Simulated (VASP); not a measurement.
# Li (a cell with a defect) in VASP: further runs, part 3 of 3

VASP 6.6.1.

## Step 5: Single point, PBE+D3(BJ)

INCAR

```
PREC = Accurate
ENCUT = 520
EDIFF = 1E-6
ISMEAR = 0
SIGMA = 0.05
LREAL = Auto
LASPH = True
NELM = 100
ALGO = Normal
ISIF = 2
LWAVE = False
LCHARG = False
GGA = PE
IVDW = 12
NBANDS = 40
```

KPOINTS

```
regular mesh
0
Gamma
  3 3 3
```

POSCAR

```
Li
1.0
    6.9800000000      0.0000000000      0.0000000000
    0.0000000000      6.9800000000      0.0000000000
    0.0000000000      0.0000000000      6.9800000000
Li
17
Direct
   -0.0078316619     -0.0453273639     -0.0173315186
    0.4548551576     -0.0090014327      0.0292237822
   -0.0576051576      0.5267666189     -0.0620816619
    0.0013805158      0.0015757880      0.4764435530
    0.3549214900      0.3128379656      0.3732339542
    0.4852886819      0.4966090258     -0.0110538682
    0.4846647564     -0.0344011461      0.4770968481
    0.7320839542      0.2418017192      0.2382892550
   -0.0254660458      0.4823173352      0.5108700573
    0.2235924069      0.7015292264      0.2494025788
    0.2481502865      0.2343633238      0.7456955587
    0.5568481375      0.5428643266      0.5505651862
    0.7456702006      0.7306050143      0.2408537249
    0.7248391117      0.2178631805      0.7538395415
    0.2422987106      0.7333732092      0.7338942693
    0.7283673352      0.8032623209      0.7556242120
    0.1154848138      0.2615889685      0.1297339542
```

Potentials or basis: VASP PAW PBE potentials, release 64 (Li_sv).

Run with:

```sh
$ cat potpaw_PBE.64/Li_sv/POTCAR > POTCAR
$ mpirun -np 1 vasp_std > vasp.out
```

OUTCAR:

```text
PREC = Accurate
   ENCUT = 520
   EDIFF = 1E-6
   ISMEAR = 0
   LREAL = Auto
   LASPH = True
   NELM = 100
   ISIF = 2
   GGA = PE
   IVDW = 12
 IVDW          = 12

 ion  position               nearest neighbor table
   1  0.992  0.955  0.983-  17 2.53
   2  0.455  0.991  0.029-
   3  0.942  0.527  0.938-  17 2.58
   4  0.001  0.002  0.476-
   5  0.355  0.313  0.373-  17 2.41  12 2.47
   6  0.485  0.497  0.989-
   7  0.485  0.966  0.477-
   8  0.732  0.242  0.238-
   9  0.975  0.482  0.511-
  10  0.224  0.702  0.249-
  11  0.248  0.234  0.746-
  12  0.557  0.543  0.551-   5 2.47
  13  0.746  0.731  0.241-
  14  0.725  0.218  0.754-
  15  0.242  0.733  0.734-
  16  0.728  0.803  0.756-
  17  0.115  0.262  0.130-   5 2.41   1 2.53   3 2.58

  LATTYP: Found a simple cubic cell.
 ALAT       =     6.9800000000

  Lattice vectors:

 A1 = (   6.9800000000,   0.0000000000,   0.0000000000)
 A2 = (   0.0000000000,   6.9800000000,   0.0000000000)
 A3 = (   0.0000000000,   0.0000000000,   6.9800000000)

Analysis of symmetry for initial positions (statically):
=====================================================================
 Subroutine PRICEL returns:
 Original cell was already a primitive cell.

 Routine SETGRP: Setting up the symmetry group for a
 simple cubic supercell.

 Subroutine GETGRP returns: Found  1 space group operations
 (whereof  1 operations were pure point group operations)
 out of a pool of 48 trial point group operations.

The static configuration has the point symmetry C_1 .

Analysis of symmetry for dynamics (positions and initial velocities):
=====================================================================
 Subroutine PRICEL returns:
 Original cell was already a primitive cell.

 Routine SETGRP: Setting up the symmetry group for a
 simple cubic supercell.

 Subroutine GETGRP returns: Found  1 space group operations
 (whereof  1 operations were pure point group operations)
 out of a pool of 48 trial point group operations.

The dynamic configuration has the point symmetry C_1 .

 Subroutine INISYM returns: Found  1 space group operations
 (whereof  1 operations are pure point group operations),
 and found     1 'primitive' translations

----------------------------------------------------------------------------------------

                                     Primitive cell

  volume of cell :     340.0684

  direct lattice vectors                    reciprocal lattice vectors
     6.980000000  0.000000000  0.000000000     0.143266476  0.000000000  0.000000000
     0.000000000  6.980000000  0.000000000     0.000000000  0.143266476  0.000000000
     0.000000000  0.000000000  6.980000000     0.000000000  0.000000000  0.143266476

  length of vectors
     6.980000000  6.980000000  6.980000000     0.143266476  0.143266476  0.143266476

  position of ions in fractional coordinates (direct lattice)
     0.992168338  0.954672636  0.982668481
     0.454855158  0.990998567  0.029223782
     0.942394842  0.526766619  0.937918338
[... 68 lines left out ...]
  0.000000  0.333333  0.333333      2.000000
  0.333333  0.000000  0.333333      2.000000
 -0.333333  0.333333  0.000000      2.000000
 -0.333333  0.000000  0.333333      2.000000
  0.000000 -0.333333  0.333333      2.000000
  0.333333  0.333333  0.333333      2.000000
 -0.333333  0.333333  0.333333      2.000000
 -0.333333 -0.333333  0.333333      2.000000
  0.333333 -0.333333  0.333333      2.000000
   k-points           NKPTS =     14   k-points in BZ     NKDIM =     14   number of bands    NBANDS=     40
   number of dos      NEDOS =    301   number of ions     NIONS =     17
   total plane-waves  NPLWV = 157464
   dimension x,y,z NGX =    54 NGY =   54 NGZ =   54
   dimension x,y,z NGXF=   108 NGYF=  108 NGZF=  108
   ions per type =              17
   NGX,Y,Z   is equivalent  to a cutoff of  12.86, 12.86, 12.86 a.u.
   NGXF,Y,Z  is equivalent  to a cutoff of  25.72, 25.72, 25.72 a.u.
 SYSTEM =  unknown system
   PREC   = accura    normal or accurate (medium, high low for compatibility)
   ISTART =      0    job   : 0-new  1-cont  2-samecut
   ICHARG =      2    charge: 1-file 2-atom 10-const
   ISPIN  =      1    spin polarized calculation?
   LNONCOLLINEAR =      F non collinear calculations
   LSORBIT =      F    spin-orbit coupling
   LASPH  =      T    aspherical Exc in radial PAW
   ENCUT  =  520.0 eV  38.22 Ry    6.18 a.u.  12.98 12.98 12.98*2*pi/ulx,y,z
   NELM   =    100;   NELMIN=  2; NELMDL= -5     # of ELM steps
   EDIFF  = 0.1E-05   stopping-criterion for ELM
   LREAL  =      T    real-space projection
   EDIFFG = 0.1E-04   stopping-criterion for IOM
   NSW    =      0    number of steps for IOM
   IBRION =     -1    ionic relax: 0-MD 1-quasi-New 2-CG
   NFREE  =      0    steps in history (QN), initial steepest desc. (CG)
   ISIF   =      2    stress and relaxation
   ISYM   =      2    0-nonsym 1-usesym 2-fastsym
   POTIM  = 0.5000    time-step for ionic-motion
   TEBEG  =    0.0;   TEEND  =   0.0 temperature during run
   PSTRESS=    0.0 pullay stress
   NELECT =      51.0000    total number of electrons
   NUPDOWN=      -1.0000    fix difference up-down
   EMIN   =  10.00;   EMAX   =-10.00  energy-range for DOS
   EFERMI =   0.00;   METHOD = LEGACY
   ISMEAR =     0;   SIGMA  =   0.05  broadening in eV -4-tet -1-fermi 0-gaus
   EFERMI_NEDOS =   21; number of points for ismear=-14 and -15
   IALGO  =     38    algorithm
   IMIX   =      4    mixing-type and parameters
     AMIX     =   0.40;   BMIX     =  1.00
     AMIX_MAG =   1.60;   BMIX_MAG =  1.00
  volume/ion in A,a.u.               =      20.00       134.99
  Fermi-wavevector in a.u.,A,eV,Ry     =   0.869780  1.643646 10.293044  0.756517
  Thomas-Fermi vector in A             =   1.988651
   LORBIT       =      0    0 simple, 1 ext, 2 COOP (PROOUT), +10 PAW based schemes
   GGA     = PE    functional components
   LHFCALC =     F    Hartree Fock is set to
   AEXX    =    0.0000 exact exchange contribution
   IVDW    =    12    specifies the selected vdW correction
   LEPSILON=     F    determine dielectric tensor
   LRPA    =     F    only Hartree local field effects (RPA)
 non-spin polarized calculation
 Gauss-broadening in eV      SIGMA  =   0.05
  energy-cutoff  :      520.00
  volume of cell :      340.07
 maximum number of plane-waves:      9180
 NGX is ok and might be reduce to    54
   NGX = 25   NGY = 25   NGZ = 25

 number of electron      50.9999999 magnetization

 Free energy of the ion-electron system (eV)
  ---------------------------------------------------
  ext. energy  EPLUGINS =         0.00000000
  ---------------------------------------------------
  free energy    TOTEN  =       -31.74383282 eV

  energy without entropy =      -31.73589360  energy(sigma->0) =      -31.73986321

 E-fermi :   0.6117     XC(G=0):  -7.0710

 val. band max:        0.6023628128   @ k =  -0.3333   0.0000   0.3333
 cond. band min:       0.6193292855   @ k =   0.3333   0.0000   0.3333
 fundamental gap:      0.0169664727
 Fermi energy:         0.6116828546

 k-point     1 :       0.0000    0.0000    0.0000
  band No.  band energies     occupation
      1     -46.0136      2.00000
      2     -45.9787      2.00000
      3     -45.9588      2.00000
      4     -45.9185      2.00000
      5     -45.9132      2.00000
      6     -45.9093      2.00000
[... 549 lines left out ...]
     36       3.6987      0.00000
     37       3.9062      0.00000
 [bands above 37 left out]

------------------------ aborting loop because EDIFF is reached ----------------------------------------

 Edisp (eV)   -2.91830

 E8    (eV) :    -1.2173

  FORCE on cell =-STRESS in cart. coord.  units (eV):
  Direction    XX          YY          ZZ          XY          YZ          ZX
  --------------------------------------------------------------------------------------
  -------------------------------------------------------------------------------------
  Total      -2.75136    -1.88851    -2.60239     0.32953     0.00286     0.83670
  in kB     -12.96261    -8.89739   -12.26073     1.55255     0.01348     3.94199
  external pressure =      -11.37 kB  Pullay stress =        0.00 kB

 VOLUME and BASIS-vectors are now :
 -----------------------------------------------------------------------------
  energy-cutoff  :      520.00
  volume of cell :      340.07
      direct lattice vectors                 reciprocal lattice vectors
     6.980000000  0.000000000  0.000000000     0.143266476  0.000000000  0.000000000
     0.000000000  6.980000000  0.000000000     0.000000000  0.143266476  0.000000000
     0.000000000  0.000000000  6.980000000     0.000000000  0.000000000  0.143266476

 POSITION                                       TOTAL-FORCE (eV/Angst)
 -----------------------------------------------------------------------------------
      6.92533      6.66361      6.85903         0.011067     -0.042572      0.024365
      3.17489      6.91717      0.20398         0.004573     -0.002526     -0.003277
      6.57792      3.67683      6.54667        -0.005470     -0.024639     -0.018296
      0.00964      0.01100      3.32558         0.013533     -0.011768      0.004314
      2.47735      2.18361      2.60517        -0.002896      0.008107     -0.020836
      3.38731      3.46633      6.90284         0.009731     -0.001354      0.021906
[... 9 lines left out ...]
      5.08400      5.60677      5.27426        -0.031238      0.007728     -0.009671
      0.80608      1.82589      0.90554         0.025871      0.047861      0.046127
 -----------------------------------------------------------------------------------
    total drift:                               -0.010609     -0.001175     -0.010462

  FREE ENERGIE OF THE ION-ELECTRON SYSTEM (eV)
  ---------------------------------------------------
  free  energy   TOTEN  =       -34.6621294495 eV

  energy  without entropy=      -34.6541902220  energy(sigma->0) =      -34.65815984
```

Run time: 2.3 min. Hardware: 1 thread of Intel Xeon 6975P-C (Granite Rapids), shared host; peak memory 0.4 GiB.

Results:

- Free energy: -34.6621 eV
- Largest force: 0.071 eV/Å
- Dispersion energy per atom: -0.172 eV

Forces in eV/Å, atoms in the order of the input:
```
Li   0.011 -0.043  0.024
Li   0.005 -0.003 -0.003
Li  -0.005 -0.025 -0.018
Li   0.014 -0.012  0.004
Li  -0.003  0.008 -0.021
Li   0.010 -0.001  0.022
Li  -0.031  0.009 -0.011
Li  -0.003 -0.013 -0.016
Li   0.012 -0.005 -0.018
Li   0.005  0.007 -0.010
Li  -0.020 -0.006  0.015
Li   0.032 -0.010  0.032
Li  -0.007  0.012 -0.012
Li  -0.006  0.021 -0.011
Li  -0.008  0.004 -0.012
Li  -0.031  0.008 -0.010
Li   0.026  0.048  0.046
```

Caveat: the cutoff is under 1.25 times the usual one of these potentials, so pressure, stress and relaxed cells hold a basis-set (Pulay) error.
